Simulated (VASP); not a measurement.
Ga2SbP, 4 atoms in the cell. Symmetry: P-4m2, No. 115, tetragonal system. Conventional cell: a = 4.140 Å, b = 4.140 Å, c = 5.874 Å, α = 90.00°, β = 90.00°, γ = 90.00°. P (site symmetry -4m2) has 4 Ga at 2.45 Å within 3.2 Å. Within 3.2 Å of Ga (site symmetry 2mm) lie 2 P at 2.45 Å and 2 Sb at 2.63 Å. Within 3.5 Å of Sb (site symmetry -4m2) lie 4 Ga at 2.63 Å. 

| Property | Result |
| --- | --- |
| Program | VASP 6.6.1 |
| Task | single point |
| Functional | PBE |
| Potentials or basis | VASP PAW PBE potentials, release 64 (P, Ga_d, Sb) |
| Cutoff | 520 eV |
| k mesh | 6 × 6 × 4 |
| Occupations | fermi-dirac, width 0.02 eV |
| Spin | no spin polarisation |
| Dipole correction | no |
| Further INCAR settings | ALGO = Normal; EDIFF = 1e-06; NBANDS = 26 |

Potentials or basis: VASP PAW PBE potentials, release 64 (P, Ga_d, Sb).

Launch:

```console
$ cat potpaw_PBE.64/P/POTCAR potpaw_PBE.64/Ga_d/POTCAR potpaw_PBE.64/Sb/POTCAR > POTCAR
$ mpirun -np 1 vasp_std > vasp.out
```

Hardware: 1 thread of Intel(R) Xeon(R) 6975P-C (Granite Rapids) (shared host).

**Question.** How long does it take, and how much memory?

**Answer.** Run time: 26 s on 1 thread of Intel(R) Xeon(R) 6975P-C (Granite Rapids), with other jobs on the host, peak memory 0.25 GiB. Counts: scf iterations 14, k points 30.
